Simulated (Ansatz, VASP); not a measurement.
**Two plane-wave programs on BaZrO3**

Contents of INCAR:

```
ALGO = Normal
EDIFF = 1E-6
ENCUT = 520
GGA = PE
ISIF = 2
ISMEAR = 0
LASPH = True
LCHARG = False
LREAL = False
LWAVE = False
NBANDS = 28
NELM = 100
PREC = Accurate
SIGMA = 0.02
```

Contents of KPOINTS:

```
k-points
0
Gamma
  6 6 6
```

Contents of POSCAR:

```
BaZrO3
1.0
    4.1844611286      0.0000000000      0.0000000000
    0.0000000000      4.1844611286      0.0000000000
    0.0000000000      0.0000000000      4.1844611286
Ba Zr O
1 1 3
Direct
    0.0000000000      0.0000000000      0.0000000000
    0.5000000000      0.5000000000      0.5000000000
    0.0000000000      0.5000000000      0.5000000000
    0.5000000000      0.0000000000      0.5000000000
    0.5000000000      0.5000000000      0.0000000000
```

Input for Ansatz:

```yaml
crystal:
  lattice:
    - [4.1844611286, 0.0, 0.0]
    - [0.0, 4.1844611286, 0.0]
    - [0.0, 0.0, 4.1844611286]
  atoms:
    - { symbol: Ba, position: [0.0, 0.0, 0.0] }
    - { symbol: Zr, position: [0.5, 0.5, 0.5] }
    - { symbol: O, position: [0.0, 0.5, 0.5] }
    - { symbol: O, position: [0.5, 0.0, 0.5] }
    - { symbol: O, position: [0.5, 0.5, 0.0] }
basis:
  ecutwfc: 420
kpoints:
  mp_grid: { grid: [6, 6, 6] }
hamiltonian:
  xc: pbe
scf:
  occupations: { method: gaussian, width: 0.02 }
output:
  forces: true
  stress: true
  eigenvalues: true
```

Alike in both runs: task single point; functional PBE; k mesh 6 × 6 × 6; occupations gaussian, width 0.02 eV; no spin polarisation.

```csv
,VASP,Ansatz
version,VASP 6.6.1,Ansatz 0.2.0
potentials or method,"VASP PAW PBE potentials, release 64 (Ba_sv, Zr_sv, O), cutoff 520 eV","scalar-relativistic, plane waves, PAW"
valence electrons in the cell,40,40
```

|  | VASP | Ansatz | Ansatz less VASP |
| --- | --- | --- | --- |
| gap on the k mesh at the Fermi level (eV) | 3.20 | 3.25 | +0.052 |
| least direct gap on the mesh (eV) | 3.42 | 3.44 | +0.023 |
| pressure (GPa) | 6.0 | 4.9 | -1.07 |

The functional is the same, so the differences come from potentials, cutoffs and numerics.

Spin-orbit coupling is off throughout.
